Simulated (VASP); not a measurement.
A run of VASP 6.6.1 is set up as follows.

INCAR

```
SYSTEM = Al3Si2F
  PREC = Accurate
  ENCUT = 600
  EDIFF = 1E-6
  ISMEAR = 0
  SIGMA = 0.15
  LREAL = .FALSE.
  LASPH = .TRUE.
  NELM = 120
  ALGO = Normal
  ISIF = 2
  LWAVE = .FALSE.
  LCHARG = .FALSE.
  GGA = PE
  NBANDS = 21
  GGA_COMPAT = .FALSE.
```

The input KPOINTS:

```
regular mesh
0
G
  3 3 3
  0 0 0
```

File POSCAR:

```
Al3Si2F
1.0
    2.9923111656      1.7276116557      3.1341377469
   -2.9923111656      1.7276116557      3.1341377469
    0.0000000000     -3.4552233152      3.1341377448
Al Si F
3 2 1
Direct
    0.0000000000      0.5000000000      0.0000000000
    0.5000000000      0.0000000000      0.0000000000
    0.0000000000      0.0000000000      0.5000000000
    0.6379649965      0.6379649965      0.6379649965
    0.3620350035      0.3620350035      0.3620350035
    0.0000000000      0.0000000000      0.0000000000
```

Potentials or basis: VASP PAW PBE potentials, release 64 (Al, Si, F).

Run with:

```bash
$ cat potpaw_PBE.64/Al/POTCAR potpaw_PBE.64/Si/POTCAR potpaw_PBE.64/F/POTCAR > POTCAR
$ mpirun -np 1 vasp_std > vasp.out
```

(1) Predict the band gap on the k mesh.

(2) Predict the pressure.

(3) Predict the largest force.

Answers

(1) zero (band 12 reaches 7.75 eV, above the bottom of band 13 at 6.66 eV).

(2) 0.0 GPa.

(3) 0.033 eV/Å.

Caveat: the k points lie up to 0.46 Å⁻¹ apart.
